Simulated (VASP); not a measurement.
# FeO (Fm-3m) in VASP: single point with LDA

Aim: the single point of FeO with LDA.

All numbers are computed with VASP 6.6.1; they aren't measurements. Logs are shortened: lines on timing, memory, paths and dates and some standing lists are left out, and cuts for length are marked.

## (1) The cell of the first run

The structure is cubic, space group Fm-3m (No. 225). Conventional cell: a = 4.185 Å, b = 4.185 Å, c = 4.185 Å, α = 90.00°, β = 90.00°, γ = 90.00°. Within 2.8 Å of Fe (site symmetry m-3m) lie 6 O at 2.09 Å. O (site symmetry m-3m) has 6 Fe at 2.09 Å within 2.8 Å.

## (2) Single point, LDA, collinear spin, ferromagnetic start

INCAR

```
  PREC = Accurate
  ENCUT = 600
  EDIFF = 1E-6
  ISMEAR = 0
  SIGMA = 0.1
  LREAL = False
  LASPH = True
  NELM = 200
  ALGO = Normal
  ISIF = 2
  LWAVE = False
  LCHARG = True
  ISPIN = 2
  MAGMOM = 3.79 0.35
  LORBIT = 11
  LMAXMIX = 4
  GGA = CA
  LELF = True
  LVHAR = True
  NBANDS = 22
  GGA_COMPAT = False
```

KPOINTS

```
Automatic mesh
0
Gamma
  18 18 18
```

POSCAR

```
FeO
1.0
    1.4797235243      0.8543187751      2.4164225784
   -1.4797235243      0.8543187751      2.4164225784
    0.0000000000     -1.7086375501      2.4164225784
Fe O
1 1
Direct
    0.0000000000      0.0000000000      0.0000000000
    0.5000000000      0.5000000000      0.5000000000
```

Potentials or basis: VASP PAW LDA potentials, release 64 (Fe_sv, O).

Started as:

```bash
cat potpaw_LDA.64/Fe_sv/POTCAR potpaw_LDA.64/O/POTCAR > POTCAR
mpirun -np 1 vasp_std > vasp.out
```

OUTCAR:

```text
PREC = Accurate
   ENCUT = 600
   EDIFF = 1E-6
   ISMEAR = 0
   LREAL = False
   LASPH = True
   NELM = 200
   ISIF = 2
   ISPIN = 2
   LORBIT = 11
   GGA = CA

 ion  position               nearest neighbor table
   1  0.000  0.000  0.000-   2 2.09   2 2.09   2 2.09   2 2.09   2 2.09   2 2.09
   2  0.500  0.500  0.500-   1 2.09   1 2.09   1 2.09   1 2.09   1 2.09   1 2.09

  LATTYP: Found a trigonal (rhomboedric) cell.
 ALAT       =     2.9594831230
 COS(alpha) =     0.5000121894

  Lattice vectors:

 A1 = (   1.4797235243,   0.8543187751,   2.4164225784)
 A2 = (  -1.4797235243,   0.8543187751,   2.4164225784)
 A3 = (   0.0000000000,  -1.7086375501,   2.4164225784)

Analysis of symmetry for initial positions (statically):
=====================================================================
 Subroutine PRICEL returns:
 Original cell was already a primitive cell.

 Routine SETGRP: Setting up the symmetry group for a
 trigonal (rhombohedral) supercell.

 Subroutine GETGRP returns: Found 12 space group operations
 (whereof 12 operations were pure point group operations)
 out of a pool of 12 trial point group operations.

The static configuration has the point symmetry D_3d.

Analysis of symmetry for dynamics (positions and initial velocities):
=====================================================================
 Subroutine PRICEL returns:
 Original cell was already a primitive cell.

 Routine SETGRP: Setting up the symmetry group for a
 trigonal (rhombohedral) supercell.

 Subroutine GETGRP returns: Found 12 space group operations
 (whereof 12 operations were pure point group operations)
 out of a pool of 12 trial point group operations.

The dynamic configuration has the point symmetry D_3d.

Analysis of structural, dynamic, and magnetic symmetry:
=====================================================================
 Subroutine PRICEL returns:
 Original cell was already a primitive cell.

 Routine SETGRP: Setting up the symmetry group for a
 trigonal (rhombohedral) supercell.

 Subroutine GETGRP returns: Found 12 space group operations
 (whereof 12 operations were pure point group operations)
 out of a pool of 12 trial point group operations.

The overall configuration has the point symmetry D_3d.

 Subroutine INISYM returns: Found 12 space group operations
 (whereof 12 operations are pure point group operations),
 and found     1 'primitive' translations

----------------------------------------------------------------------------------------

                                     Primitive cell

  volume of cell :      18.3284

  direct lattice vectors                    reciprocal lattice vectors
     1.479723524  0.854318775  2.416422578     0.337900960  0.195087210  0.137944967
    -1.479723524  0.854318775  2.416422578    -0.337900960  0.195087210  0.137944967
     0.000000000 -1.708637550  2.416422578     0.000000000 -0.390174421  0.137944967

  length of vectors
     2.959483123  2.959483123  2.959483123     0.413841628  0.413841628  0.413841628

  position of ions in fractional coordinates (direct lattice)
     0.000000000  0.000000000  0.000000000
     0.500000000  0.500000000  0.500000000

  ion indices of the primitive-cell ions
   primitive index   ion index
                 1           1
                 2           2

----------------------------------------------------------------------------------------

 KPOINTS: Automatic mesh

Automatic generation of k-mesh.
 Grid dimensions read from file:
 generate k-points for:   18   18   18

 Generating k-lattice:

  Cartesian coordinates                     Fractional coordinates (reciprocal lattice)
     0.018772276  0.010838178  0.007663609     0.055555556  0.000000000  0.000000000
    -0.018772276  0.010838178  0.007663609     0.000000000  0.055555556  0.000000000
     0.000000000 -0.021676357  0.007663609     0.000000000  0.000000000  0.055555556

  Length of vectors
     0.022991202  0.022991202  0.022991202

  Shift w.r.t. Gamma in fractional coordinates (k-lattice)
     0.000000000  0.000000000  0.000000000

 Subroutine IBZKPT returns following result:
 ===========================================

 Found    580 irreducible k-points:

 Following reciprocal coordinates:
            Coordinates               Weight
  0.000000  0.000000  0.000000      1.000000
  0.055556  0.000000 -0.000000      6.000000
  0.055556  0.055556  0.055556      2.000000
  0.111111  0.000000 -0.000000      6.000000
  0.111111  0.111111  0.111111      2.000000
  0.166667  0.000000  0.000000      6.000000
[... 16 lines left out ...]
  0.111111  0.055556  0.111111      6.000000
  0.166667  0.055556 -0.000000     12.000000
 [... further k-points ...]
   k-points           NKPTS =    580   k-points in BZ     NKDIM =    580   number of bands    NBANDS=     22
   number of dos      NEDOS =    301   number of ions     NIONS =      2
   total plane-waves  NPLWV =  13824
   dimension x,y,z NGX =    24 NGY =   24 NGZ =   24
   dimension x,y,z NGXF=    48 NGYF=   48 NGZF=   48
   ions per type =               1   1
   NGX,Y,Z   is equivalent  to a cutoff of  13.48, 13.48, 13.48 a.u.
   NGXF,Y,Z  is equivalent  to a cutoff of  26.96, 26.96, 26.96 a.u.
 SYSTEM =  unknown system
   PREC   = accura    normal or accurate (medium, high low for compatibility)
   ISTART =      0    job   : 0-new  1-cont  2-samecut
   ICHARG =      2    charge: 1-file 2-atom 10-const
   ISPIN  =      2    spin polarized calculation?
   LNONCOLLINEAR =      F non collinear calculations
   LSORBIT =      F    spin-orbit coupling
   LASPH  =      T    aspherical Exc in radial PAW
   ENCUT  =  600.0 eV  44.10 Ry    6.64 a.u.   5.91  5.91  5.91*2*pi/ulx,y,z
   NELM   =    200;   NELMIN=  2; NELMDL= -5     # of ELM steps
   EDIFF  = 0.1E-05   stopping-criterion for ELM
   LREAL  =      F    real-space projection
   EDIFFG = 0.1E-04   stopping-criterion for IOM
   NSW    =      0    number of steps for IOM
   IBRION =     -1    ionic relax: 0-MD 1-quasi-New 2-CG
   NFREE  =      0    steps in history (QN), initial steepest desc. (CG)
   ISIF   =      2    stress and relaxation
   ISYM   =      2    0-nonsym 1-usesym 2-fastsym
   POTIM  = 0.5000    time-step for ionic-motion
   TEBEG  =    0.0;   TEEND  =   0.0 temperature during run
   PSTRESS=    0.0 pullay stress
   NELECT =      22.0000    total number of electrons
   NUPDOWN=      -1.0000    fix difference up-down
   EMIN   =  10.00;   EMAX   =-10.00  energy-range for DOS
   EFERMI =   0.00;   METHOD = LEGACY
   ISMEAR =     0;   SIGMA  =   0.10  broadening in eV -4-tet -1-fermi 0-gaus
   EFERMI_NEDOS =   21; number of points for ismear=-14 and -15
   IALGO  =     38    algorithm
   IMIX   =      4    mixing-type and parameters
     AMIX     =   0.40;   BMIX     =  1.00
     AMIX_MAG =   1.60;   BMIX_MAG =  1.00
  volume/ion in A,a.u.               =       9.16        61.84
  Fermi-wavevector in a.u.,A,eV,Ry     =   1.739833  3.287807 41.185080  3.027018
  Thomas-Fermi vector in A             =   2.812598
   LORBIT       =     11    0 simple, 1 ext, 2 COOP (PROOUT), +10 PAW based schemes
   GGA     = CA    functional components
   LHFCALC =     F    Hartree Fock is set to
   AEXX    =    0.0000 exact exchange contribution
   IVDW    =     0    specifies the selected vdW correction
   LEPSILON=     F    determine dielectric tensor
   LRPA    =     F    only Hartree local field effects (RPA)
 spin polarized calculation
 Gauss-broadening in eV      SIGMA  =   0.10
  energy-cutoff  :      600.00
  volume of cell :       18.33
 maximum number of plane-waves:       624
   NGX = 11   NGY = 11   NGZ = 11

 number of electron      21.9999994 magnetization       3.7656318

 Free energy of the ion-electron system (eV)
  ---------------------------------------------------
  ext. energy  EPLUGINS =         0.00000000
  ---------------------------------------------------
  free energy    TOTEN  =       -16.57471115 eV

  energy without entropy =      -16.56490696  energy(sigma->0) =      -16.56980906

 E-fermi :  10.6303     XC(G=0): -13.5651

 val. band max:       10.6301076403   @ k =  -0.2778   0.3333   0.0556
 cond. band min:      10.6311309198   @ k =  -0.2778   0.2778   0.0556
 fundamental gap:      0.0010232795
 Fermi energy:        10.6302578357

 spin component 1

 k-point     1 :       0.0000    0.0000    0.0000
  band No.  band energies     occupation
      1     -77.8804      1.00000
      2     -44.4225      1.00000
      3     -44.4225      1.00000
      4     -44.4225      1.00000
      5     -10.6135      1.00000
      6       6.4357      1.00000
[... 14 lines left out ...]
     21      32.8789      0.00000
     22      35.4249      0.00000

 k-point     2 :       0.0556    0.0000   -0.0000
  band No.  band energies     occupation
      1     -77.8801      1.00000
      2     -44.4251      1.00000
      3     -44.4228      1.00000
      4     -44.4228      1.00000
      5     -10.5760      1.00000
      6       6.0457      1.00000
[... 542 lines left out ...]
 k-point    24 :       0.1667    0.0556   -0.0000
  band No.  band energies     occupation
      1     -77.8783      1.00000
      2     -44.4395      1.00000
      3     -44.4260      1.00000
      4     -44.4247      1.00000
      5     -10.3282      1.00000
      6       4.5013      1.00000
[... 14 lines left out ...]
     21      35.2683      0.00000
     22      37.8555      0.00000

 [... further k-points ...]

 spin component 2

 k-point     1 :       0.0000    0.0000    0.0000
  band No.  band energies     occupation
      1     -74.2368      1.00000
      2     -40.8896      1.00000
      3     -40.8896      1.00000
      4     -40.8896      1.00000
      5     -10.0872      1.00000
      6       6.9907      1.00000
[... 14 lines left out ...]
     21      34.1280      0.00000
     22      36.6021      0.00000

 k-point     2 :       0.0556    0.0000   -0.0000
  band No.  band energies     occupation
      1     -74.2365      1.00000
      2     -40.8927      1.00000
      3     -40.8900      1.00000
      4     -40.8900      1.00000
      5     -10.0493      1.00000
      6       6.7211      1.00000
[... 542 lines left out ...]
 k-point    24 :       0.1667    0.0556   -0.0000
  band No.  band energies     occupation
      1     -74.2343      1.00000
      2     -40.9106      1.00000
      3     -40.8938      1.00000
      4     -40.8922      1.00000
      5      -9.7985      1.00000
      6       5.3526      1.00000
[... 14 lines left out ...]
     21      36.3935      0.00000
     22      39.0531      0.00000

 [... further k-points ...]
[... 5 lines left out ...]
  --------------------------------------------------------------------------------------
  -------------------------------------------------------------------------------------
  Total       -0.5044824     -0.5044824     -0.5044544      0.0000000     -0.0000000      0.0000000
  in kB      -44.0993265    -44.0993265    -44.0968728      0.0000000     -0.0000000      0.0000000
  external PRESSURE =     -44.0985086 kB  Pullay stress =       0.0000000 kB

 VOLUME and BASIS-vectors are now :
 -----------------------------------------------------------------------------
  energy-cutoff  :      600.00
  volume of cell :       18.33
      direct lattice vectors                 reciprocal lattice vectors
     1.479723524  0.854318775  2.416422578     0.337900960  0.195087210  0.137944967
    -1.479723524  0.854318775  2.416422578    -0.337900960  0.195087210  0.137944967
     0.000000000 -1.708637550  2.416422578     0.000000000 -0.390174421  0.137944967

 POSITION                                       TOTAL-FORCE (eV/Angst)
 -----------------------------------------------------------------------------------
      0.00000      0.00000      0.00000         0.000000     -0.000000      0.000000
      0.00000      0.00000      3.62463        -0.000000      0.000000      0.000000
 -----------------------------------------------------------------------------------
    total drift:                               -0.000000     -0.000000     -0.000000

  FREE ENERGIE OF THE ION-ELECTRON SYSTEM (eV)
  ---------------------------------------------------
  free  energy   TOTEN  =       -16.5747111476 eV

  energy  without entropy=      -16.5649069643  energy(sigma->0) =      -16.56980906

 total charge

# of ion       s       p       d       tot
------------------------------------------
    1        2.112   6.004   5.554  13.670
    2        1.543   3.449   0.000   4.992
--------------------------------------------------
tot          3.655   9.454   5.554  18.662

 magnetization (x)

# of ion       s       p       d       tot
------------------------------------------
    1        0.014   0.010   3.239   3.263
    2        0.033   0.245   0.000   0.278
--------------------------------------------------
tot          0.047   0.255   3.239   3.541
```

It took 3.3 min on 1 thread of Intel Xeon 6975P-C (Granite Rapids), shared host; peak memory 0.47 GiB.

Results:

* Free energy: -16.5747 eV
* Pressure: -4.4 GPa
* Net moment: 3.77 μB per cell
* Site moments: Fe +3.26; O +0.28 μB
* Valence electrons inside the program's atomic spheres: Fe 13.67; O 4.99

Levels at points of the mesh, in eV from the Fermi level:
Spin up:
| k point | band 10 | band 11 | band 12 | band 13 | band 14 | band 15 | band 16 | band 17 |
| --- | --- | --- | --- | --- | --- | --- | --- | --- |
| (0.00, 0.00, 0.00) | -3.66 | -3.66 | -3.32 | -3.32 | 0.72 | 15.48 | 17.72 | 17.72 |
| (0.50, 0.00, 0.00) | -2.64 | -2.08 | 0.23 | 0.23 | 4.27 | 9.31 | 13.07 | 13.07 |
| (0.50, 0.50, 0.50) | -2.64 | -2.08 | 0.23 | 0.23 | 4.27 | 9.31 | 13.07 | 13.07 |
| (0.50, 0.50, 0.00) | -2.83 | -2.30 | -2.30 | -2.13 | 5.98 | 9.21 | 11.28 | 15.65 |
Spin down:
```csv
k point,band 7,band 8,band 9,band 10,band 11,band 12
"(0.00, 0.00, 0.00)",-3.64,-3.64,-0.95,-0.95,-0.95,-0.14
"(0.50, 0.00, 0.00)",-5.83,-5.83,0.38,0.38,0.63,2.91
"(0.50, 0.50, 0.50)",-5.83,-5.83,0.38,0.38,0.63,2.91
"(0.50, 0.50, 0.00)",-4.91,-4.91,-2.56,0.49,0.80,0.80
```

Caveat: the cell stands under tension; a cell with one magnetic atom can't hold antiferromagnetic order, which such compounds often take; semilocal functionals often make such compounds metallic where correlation or magnetic order opens a gap, which also shifts bond lengths. With open d or f shells a metallic result of LDA can be an artefact of self-interaction; +U or a hybrid may open a gap.
